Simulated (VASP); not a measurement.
Wanted: the native input for a VASP 6.6.1 run.

- Task: single point
- Functional: PBE
- Potentials or basis: VASP PAW PBE potentials, release 64 (Au)
- Cutoff: 500 eV
- k mesh: 10 × 10 × 10
- Occupations: fermi-dirac, width 0.05 eV
- Spin: no spin polarisation
- Dipole correction: no
- Further INCAR settings: ALGO = Normal; EDIFF = 1e-06; NBANDS = 12

The structure of Au lies in POSCAR:

```
Au
1.0
    0.0000000000      2.0213418704      2.0213418704
    2.0213418704      0.0000000000      2.0213418704
    2.0213418704      2.0213418704      0.0000000000
Au
1
Direct
    0.0000000000      0.0000000000      0.0000000000
```

These files were run (other wordings do the same):

INCAR

```
SYSTEM = Au
PREC     = Accurate       ! precision mode
ENCUT    = 500            ! plane-wave cutoff, eV
EDIFF    = 1E-6           ! SCF threshold, eV
ISMEAR   = -1             ! smearing method
SIGMA    = 0.05           ! smearing width, eV
LREAL    = .FALSE.        ! projectors in reciprocal space
LASPH    = .TRUE.         ! aspherical terms in the spheres
NELM     = 120            ! most SCF steps
ALGO     = Normal         ! electronic algorithm
ISIF     = 2              ! what is computed and relaxed
LWAVE    = .FALSE.        ! write WAVECAR
LCHARG   = .FALSE.        ! write CHGCAR
GGA      = PE             ! functional
NBANDS   = 12             ! bands
GGA_COMPAT= .FALSE.
```

KPOINTS

```
Automatic mesh
0
G
  10 10 10
  0 0 0
```

Potentials or basis: VASP PAW PBE potentials, release 64 (Au).

Command:

```sh
$ cat potpaw_PBE.64/Au/POTCAR > POTCAR
$ mpirun -np 1 vasp_std > vasp.out
```

Results of the run:

```yaml
Pressure: 15.2 GPa
```

Wall time 16 s on 1 thread of Intel Xeon 8259CL (shared host), peak memory 0.14 GiB.
